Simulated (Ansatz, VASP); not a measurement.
## Two plane-wave programs on SiC

```xyz
2
Lattice="0.0000 2.1740 2.1740 2.1740 0.0000 2.1740 2.1740 2.1740 0.0000" Properties=species:S:1:pos:R:3 pbc="T T T"
Si   -0.0259   -0.0259   -0.0259
C     3.3216    3.3216    3.3216
```

Change from the starting cell: mode 4 (793.9 1/cm) frozen in, largest displacement +0.105 Å.

Alike in both runs: task single point; functional PBE; k mesh 12 × 12 × 12; occupations gaussian, width 0.05 eV; no spin polarisation.

```csv
,VASP,Ansatz
version,VASP 6.6.1,Ansatz 0.2.0
potentials or method,"VASP PAW PBE potentials, release 64 (Si, C), cutoff 520 eV","scalar-relativistic, plane waves, PAW"
valence electrons in the cell,8,8
```

VASP gave:

* gap on the k mesh at the Fermi level (eV): 0.91
* least direct gap on the mesh (eV): 4.29
* pressure (GPa): 8.2
* traceless stress, the component that is largest in VASP (GPa): 8.68
* rms of the force components (eV/Å): 2.283

**Question.** What did Ansatz give for the same quantities?

**Answer.** gap on the k mesh at the Fermi level (eV): 0.92; least direct gap on the mesh (eV): 4.30; pressure (GPa): 8.3; traceless stress, the component that is largest in VASP (GPa): 8.69; rms of the force components (eV/Å): 2.284.

Atom by atom the forces differ by 0.001 eV/Å (rms over components).
